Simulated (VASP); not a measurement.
# Pd4Pt (P4/mmm) in VASP: a series of runs

Pd4Pt is run at these levels: PBE; tasks: single point.

Program: VASP 6.6.1. These are calculated values, not measurements. Logs are shortened: lines on timing, memory, paths and dates and some standing lists are left out, and cuts for length are marked.

## Step 1: The cell of the first run

Symmetry: P4/mmm, No. 123, tetragonal system. The conventional cell has a = 3.605 Å, b = 3.605 Å, c = 8.904 Å, α = 90.00°, β = 90.00°, γ = 90.00°. Within 3.4 Å of Pd (site symmetry mmm) lie 8 Pd at 2.55 to 2.67 Å. Pd (site symmetry 4mm) has 1 Pt at 2.48 Å and 4 Pd at 2.67 Å within 3.3 Å. Within 3.3 Å of Pt (site symmetry 4/mmm) lie 2 Pd at 2.48 Å.

The cell was generated, and may not be a known phase.

## Step 2: Single point, PBE

Contents of INCAR:

```
  ALGO = Fast
  EDIFF = 1E-7
  ENCUT = 520
  GGA = PE
  ISIF = 2
  ISMEAR = 0
  LASPH = T
  LCHARG = F
  LREAL = F
  LWAVE = F
  NBANDS = 33
  NELM = 100
  PREC = Accurate
  SIGMA = 0.2
```

Contents of KPOINTS:

```
k-points
0
Gamma
  5 5 3
```

Contents of POSCAR:

```
Pd4Pt
1.0
    3.6051345673      0.0000000000      0.0000000000
    0.0000000000      3.6051345673      0.0000000000
    0.0000000000      0.0000000000      8.9042921987
Pd Pt
4 1
Direct
    0.5000000000      0.0000000000      0.5000000000
    0.0000000000      0.5000000000      0.5000000000
    0.0000000000      0.0000000000      0.2781477957
    0.0000000000      0.0000000000      0.7218522043
    0.0000000000      0.0000000000      0.0000000000
```

Potentials or basis: VASP PAW PBE potentials, release 64 (Pd, Pt).

The run is started by

```console
$ cat potpaw_PBE.64/Pd/POTCAR potpaw_PBE.64/Pt/POTCAR > POTCAR
$ mpirun -np 1 vasp_std > vasp.out
```

OUTCAR:

```text
EDIFF = 1E-7
   ENCUT = 520
   GGA = PE
   ISIF = 2
   ISMEAR = 0
   LASPH = T
   LREAL = F
   NELM = 100
   PREC = Accurate

 ion  position               nearest neighbor table
   1  0.500  0.000  0.500-   2 2.55   2 2.55   2 2.55   2 2.55   4 2.67   3 2.67   4 2.67   3 2.67

   2  0.000  0.500  0.500-   1 2.55   1 2.55   1 2.55   1 2.55   3 2.67   4 2.67   4 2.67   3 2.67

   3  0.000  0.000  0.278-   5 2.48   2 2.67   1 2.67   2 2.67   1 2.67
   4  0.000  0.000  0.722-   5 2.48   2 2.67   1 2.67   2 2.67   1 2.67
   5  0.000  0.000  0.000-   3 2.48   4 2.48

  LATTYP: Found a simple tetragonal cell.
 ALAT       =     3.6051345673
 C/A-ratio  =     2.4698917703

  Lattice vectors:

 A1 = (   3.6051345673,   0.0000000000,   0.0000000000)
 A2 = (   0.0000000000,   3.6051345673,   0.0000000000)
 A3 = (   0.0000000000,   0.0000000000,   8.9042921987)

Analysis of symmetry for initial positions (statically):
=====================================================================
 Subroutine PRICEL returns:
 Original cell was already a primitive cell.

 Routine SETGRP: Setting up the symmetry group for a
 simple tetragonal supercell.

 Subroutine GETGRP returns: Found 16 space group operations
 (whereof 16 operations were pure point group operations)
 out of a pool of 16 trial point group operations.

The static configuration has the point symmetry D_4h.

Analysis of symmetry for dynamics (positions and initial velocities):
=====================================================================
 Subroutine PRICEL returns:
 Original cell was already a primitive cell.

 Routine SETGRP: Setting up the symmetry group for a
 simple tetragonal supercell.

 Subroutine GETGRP returns: Found 16 space group operations
 (whereof 16 operations were pure point group operations)
 out of a pool of 16 trial point group operations.

The dynamic configuration has the point symmetry D_4h.

 Subroutine INISYM returns: Found 16 space group operations
 (whereof 16 operations are pure point group operations),
 and found     1 'primitive' translations

----------------------------------------------------------------------------------------

                                     Primitive cell

  volume of cell :     115.7290

  direct lattice vectors                    reciprocal lattice vectors
     3.605134567  0.000000000  0.000000000     0.277382156  0.000000000  0.000000000
     0.000000000  3.605134567  0.000000000     0.000000000  0.277382156  0.000000000
     0.000000000  0.000000000  8.904292199     0.000000000  0.000000000  0.112305389

  length of vectors
     3.605134567  3.605134567  8.904292199     0.277382156  0.277382156  0.112305389

  position of ions in fractional coordinates (direct lattice)
     0.500000000  0.000000000  0.500000000
     0.000000000  0.500000000  0.500000000
     0.000000000  0.000000000  0.278147796
     0.000000000  0.000000000  0.721852204
     0.000000000  0.000000000  0.000000000

  ion indices of the primitive-cell ions
   primitive index   ion index
                 1           1
                 2           2
                 3           3
                 4           4
                 5           5

----------------------------------------------------------------------------------------

 KPOINTS: k-points

Automatic generation of k-mesh.
 Grid dimensions read from file:
 generate k-points for:    5    5    3

 Generating k-lattice:

  Cartesian coordinates                     Fractional coordinates (reciprocal lattice)
     0.055476431  0.000000000  0.000000000     0.200000000  0.000000000  0.000000000
     0.000000000  0.055476431  0.000000000     0.000000000  0.200000000  0.000000000
     0.000000000  0.000000000  0.037435130     0.000000000  0.000000000  0.333333333

  Length of vectors
     0.055476431  0.055476431  0.037435130

  Shift w.r.t. Gamma in fractional coordinates (k-lattice)
     0.000000000  0.000000000  0.000000000

 Subroutine IBZKPT returns following result:
 ===========================================

 Found     12 irreducible k-points:

 Following reciprocal coordinates:
            Coordinates               Weight
  0.000000  0.000000  0.000000      1.000000
  0.200000  0.000000  0.000000      4.000000
  0.400000  0.000000  0.000000      4.000000
  0.200000  0.200000  0.000000      4.000000
  0.400000  0.200000  0.000000      8.000000
  0.400000  0.400000  0.000000      4.000000
  0.000000  0.000000  0.333333      2.000000
  0.200000  0.000000  0.333333      8.000000
  0.400000  0.000000  0.333333      8.000000
  0.200000  0.200000  0.333333      8.000000
  0.400000  0.200000  0.333333     16.000000
  0.400000  0.400000  0.333333      8.000000
   k-points           NKPTS =     12   k-points in BZ     NKDIM =     12   number of bands    NBANDS=     33
   number of dos      NEDOS =    301   number of ions     NIONS =      5
   total plane-waves  NPLWV =  54880
   dimension x,y,z NGX =    28 NGY =   28 NGZ =   70
   dimension x,y,z NGXF=    56 NGYF=   56 NGZF=  140
   ions per type =               4   1
   NGX,Y,Z   is equivalent  to a cutoff of  12.91, 12.91, 13.07 a.u.
   NGXF,Y,Z  is equivalent  to a cutoff of  25.82, 25.82, 26.14 a.u.
 SYSTEM =  unknown system
   PREC   = accura    normal or accurate (medium, high low for compatibility)
   ISTART =      0    job   : 0-new  1-cont  2-samecut
   ICHARG =      2    charge: 1-file 2-atom 10-const
   ISPIN  =      1    spin polarized calculation?
   LNONCOLLINEAR =      F non collinear calculations
   LSORBIT =      F    spin-orbit coupling
   LASPH  =      T    aspherical Exc in radial PAW
   ENCUT  =  520.0 eV  38.22 Ry    6.18 a.u.   6.70  6.70 16.56*2*pi/ulx,y,z
   NELM   =    100;   NELMIN=  2; NELMDL= -5     # of ELM steps
   EDIFF  = 0.1E-06   stopping-criterion for ELM
   LREAL  =      F    real-space projection
   EDIFFG = 0.1E-05   stopping-criterion for IOM
   NSW    =      0    number of steps for IOM
   IBRION =     -1    ionic relax: 0-MD 1-quasi-New 2-CG
   NFREE  =      0    steps in history (QN), initial steepest desc. (CG)
   ISIF   =      2    stress and relaxation
   ISYM   =      2    0-nonsym 1-usesym 2-fastsym
   POTIM  = 0.5000    time-step for ionic-motion
   TEBEG  =    0.0;   TEEND  =   0.0 temperature during run
   PSTRESS=    0.0 pullay stress
   NELECT =      50.0000    total number of electrons
   NUPDOWN=      -1.0000    fix difference up-down
   EMIN   =  10.00;   EMAX   =-10.00  energy-range for DOS
   EFERMI =   0.00;   METHOD = LEGACY
   ISMEAR =     0;   SIGMA  =   0.20  broadening in eV -4-tet -1-fermi 0-gaus
   EFERMI_NEDOS =   21; number of points for ismear=-14 and -15
   IALGO  =     68    algorithm
   IMIX   =      4    mixing-type and parameters
     AMIX     =   0.40;   BMIX     =  1.00
     AMIX_MAG =   1.60;   BMIX_MAG =  1.00
  volume/ion in A,a.u.               =      23.15       156.20
  Fermi-wavevector in a.u.,A,eV,Ry     =   1.237611  2.338745 20.839774  1.531680
  Thomas-Fermi vector in A             =   2.372171
   LORBIT       =      0    0 simple, 1 ext, 2 COOP (PROOUT), +10 PAW based schemes
   GGA     = PE    functional components
   LHFCALC =     F    Hartree Fock is set to
   AEXX    =    0.0000 exact exchange contribution
   IVDW    =     0    specifies the selected vdW correction
   LEPSILON=     F    determine dielectric tensor
   LRPA    =     F    only Hartree local field effects (RPA)
 non-spin polarized calculation
 RMM-DIIS sequential band-by-band and
 Gauss-broadening in eV      SIGMA  =   0.20
  energy-cutoff  :      520.00
  volume of cell :      115.73
 maximum number of plane-waves:      3139
 NGX is ok and might be reduce to    28
   NGX = 13   NGY = 13   NGZ = 33

 number of electron      49.9999998 magnetization

 Free energy of the ion-electron system (eV)
  ---------------------------------------------------
  ext. energy  EPLUGINS =         0.00000000
  ---------------------------------------------------
  free energy    TOTEN  =       -21.84035158 eV

  energy without entropy =      -21.64377323  energy(sigma->0) =      -21.74206241

 E-fermi :   4.3678     XC(G=0): -10.2472

 val. band max:        4.3669300915   @ k =   0.0000   0.0000   0.3333
 cond. band min:       4.3785510069   @ k =   0.4000   0.2000   0.0000
 fundamental gap:      0.0116209154
 Fermi energy:         4.3678216115

 k-point     1 :       0.0000    0.0000    0.0000
  band No.  band energies     occupation
      1      -2.1800      2.00000
      2      -0.6836      2.00000
      3      -0.6327      2.00000
      4       0.0988      2.00000
      5       0.0988      2.00000
      6       0.1958      2.00000
[... 25 lines left out ...]
     32      11.9539      0.00000
     33      14.8781      0.00000

 k-point     2 :       0.2000    0.0000    0.0000
  band No.  band energies     occupation
      1      -1.7639      2.00000
      2      -0.3434      2.00000
      3      -0.1605      2.00000
      4       0.1628      2.00000
      5       0.2208      2.00000
      6       0.4814      2.00000
[... 25 lines left out ...]
     32      12.3069      0.00000
     33      12.4214      0.00000

 k-point     3 :       0.4000    0.0000    0.0000
  band No.  band energies     occupation
      1      -0.9637      2.00000
      2       0.4561      2.00000
      3       0.4720      2.00000
      4       0.6055      2.00000
      5       0.8950      2.00000
      6       0.9053      2.00000
[... 25 lines left out ...]
     32      10.9433      0.00000
     33      12.7363      0.00000

 k-point     4 :       0.2000    0.2000    0.0000
  band No.  band energies     occupation
      1      -1.4571      2.00000
      2      -0.2869      2.00000
      3      -0.0518      2.00000
      4       0.4300      2.00000
      5       0.5689      2.00000
      6       0.8490      2.00000
[... 241 lines left out ...]
     32      11.3740      0.00000
     33      11.5682      0.00000

 k-point    11 :       0.4000    0.2000    0.3333
  band No.  band energies     occupation
      1      -0.6257      2.00000
      2      -0.2762      2.00000
      3       0.3329      2.00000
      4       0.6861      2.00000
      5       0.7330      2.00000
      6       0.9231      2.00000
[... 25 lines left out ...]
     32      10.5795      0.00000
     33      11.6881      0.00000

 k-point    12 :       0.4000    0.4000    0.3333
  band No.  band energies     occupation
      1      -0.6445      2.00000
      2      -0.3663      2.00000
      3       0.0568      2.00000
      4       0.3193      2.00000
      5       0.5396      2.00000
      6       0.9911      2.00000
[... 25 lines left out ...]
     32       9.3297      0.00000
     33      10.4507      0.00000

------------------------ aborting loop because EDIFF is reached ----------------------------------------

  FORCE on cell =-STRESS in cart. coord.  units (eV):
  Direction    XX          YY          ZZ          XY          YZ          ZX
  --------------------------------------------------------------------------------------
  -------------------------------------------------------------------------------------
  Total       -0.3743212     -0.3743212     -0.3996033      0.0000000      0.0000000      0.0000000
  in kB       -5.1821820     -5.1821820     -5.5321928      0.0000000      0.0000000      0.0000000
  external PRESSURE =      -5.2988523 kB  Pullay stress =       0.0000000 kB

 VOLUME and BASIS-vectors are now :
 -----------------------------------------------------------------------------
  energy-cutoff  :      520.00
  volume of cell :      115.73
      direct lattice vectors                 reciprocal lattice vectors
     3.605134567  0.000000000  0.000000000     0.277382156  0.000000000  0.000000000
     0.000000000  3.605134567  0.000000000     0.000000000  0.277382156  0.000000000
     0.000000000  0.000000000  8.904292199     0.000000000  0.000000000  0.112305389

 POSITION                                       TOTAL-FORCE (eV/Angst)
 -----------------------------------------------------------------------------------
      1.80257      0.00000      4.45215        -0.000000      0.000000      0.000000
      0.00000      1.80257      4.45215        -0.000000      0.000000      0.000000
      0.00000      0.00000      2.47671         0.000000     -0.000000      0.011152
      0.00000      0.00000      6.42758        -0.000000      0.000000     -0.011152
      0.00000      0.00000      0.00000        -0.000000      0.000000      0.000000
 -----------------------------------------------------------------------------------
    total drift:                               -0.000000      0.000000      0.000000

  FREE ENERGIE OF THE ION-ELECTRON SYSTEM (eV)
  ---------------------------------------------------
  free  energy   TOTEN  =       -21.8403515791 eV

  energy  without entropy=      -21.6437732315  energy(sigma->0) =      -21.74206241
```

Wall time 78 s (1 thread of Intel Xeon 8259CL, shared host); peak memory 0.24 GiB.

Results:

```yaml
Free_energy: -21.8404 eV
Pressure: -0.5 GPa
Largest_force: 0.011 eV/Å
Band_gap_on_the_k_mesh: zero (bands 25 and 26 overlap by 0.43 eV)
```

Forces in eV/Å, atoms in the order of the input:
```
Pd   0.000  0.000  0.000
Pd   0.000  0.000  0.000
Pd   0.000  0.000  0.011
Pd   0.000  0.000 -0.011
Pt   0.000  0.000  0.000
```

Caveat: spin-orbit coupling is left out, which moves the levels of the heavy elements.

[end of part 1 of 2]
